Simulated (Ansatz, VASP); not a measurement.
**Two plane-wave programs on Na2B3**

```
CELL_PARAMETERS angstrom
3.77432 0.00000 0.00000
0.00000 3.77432 0.00000
0.00000 0.00000 6.56562
ATOMIC_POSITIONS crystal
Na 0.00000 0.00000 0.50000
Na 0.50000 0.50000 0.00000
B 0.00000 0.00000 0.12049
B 0.00000 0.00000 0.87951
B 0.50000 0.50000 0.50000
```

Alike in both runs: task relaxation of cell and atoms; functional PBE; k mesh 10 × 10 × 6; occupations gaussian, width 0.1 eV; no spin polarisation.

|  | VASP | Ansatz |
| --- | --- | --- |
| version | VASP 6.6.1 | Ansatz 0.2.0 |
| potentials or method | VASP PAW PBE potentials, release 64 (Na_pv, B), cutoff 600 eV | scalar-relativistic, plane waves, PAW |
| valence electrons in the cell | 23 | 27 |

VASP gave:

| Property | Result |
| --- | --- |
| gap on the k mesh at the Fermi level, each at its own relaxed structure (eV) | none |
| relaxed volume (Å³/atom) | 18.75 |
| relaxed cell length with the largest relative difference (Å) | 3.761 |

Task: Which values does Ansatz return?

Result: gap on the k mesh at the Fermi level, each at its own relaxed structure (eV): none; relaxed volume (Å³/atom): 18.74; relaxed cell length with the largest relative difference (Å): 3.759.

A gap of «none» marks a metal or a gap that the smearing closes. VASP's potentials hold 23 valence electrons a cell and Ansatz's 27, so a difference there can come from the potentials and not from the codes.
